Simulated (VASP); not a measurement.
Here is a VASP 6.6.1 calculation.

Contents of INCAR:

```
SYSTEM = TiB2
ALGO = Normal
EDIFF = 1E-7
EDIFFG = -0.001
ENCUT = 600
IBRION = 2
ISIF = 3
ISMEAR = -1
LASPH = .True.
LCHARG = .False.
LREAL = .False.
LWAVE = .False.
NELM = 60
NSW = 80
PREC = Accurate
SIGMA = 0.15
```

KPOINTS

```
k-points
0
Gamma
  15 15 12
  0 0 0
```

Contents of POSCAR:

```
TiB2
1.0
    2.9938019908      0.0000000029      0.0000000000
   -1.4969009979      2.5927085765      0.0000000000
    0.0000000000      0.0000000000      3.1591707131
Ti B
1 2
Direct
    0.0000000000      0.0000000000      0.0000000000
    0.3333333333      0.6666666667      0.5000000000
    0.6666666667      0.3333333333      0.5000000000
```

Potentials or basis: VASP PAW LDA potentials, release 64 (Ti_sv, B).

The run is started by

```console
$ cat potpaw_LDA.64/Ti_sv/POTCAR potpaw_LDA.64/B/POTCAR > POTCAR
$ mpirun -np 1 vasp_std > vasp.out
```

Q: Predict the band gap on the k mesh.

A: Zero (bands 9 and 10 overlap by 0.73 eV).

Q: What does it give for the relaxed cell?

A: a = 2.996 Å, b = 2.996 Å, c = 3.162 Å, α = 90.00°, β = 90.00°, γ = 120.00°.

The path:
```csv
step,energy change (eV),largest force (eV/Å),pressure (GPa),volume (Å³)
1,0.0000,0.0000,0.70,24.52
2,0.0000,0.0000,-0.75,24.65
3,-0.0001,0.0000,-0.01,24.58
4,-0.0001,0.0000,0.00,24.58
5,-0.0001,0.0000,0.01,24.58
6,-0.0001,0.0000,0.02,24.58
7,-0.0001,0.0000,0.03,24.58
8,-0.0001,0.0000,0.02,24.58
9,-0.0001,0.0000,0.02,24.58
10,-0.0001,0.0000,0.02,24.58
11,-0.0001,0.0000,0.00,24.58
```
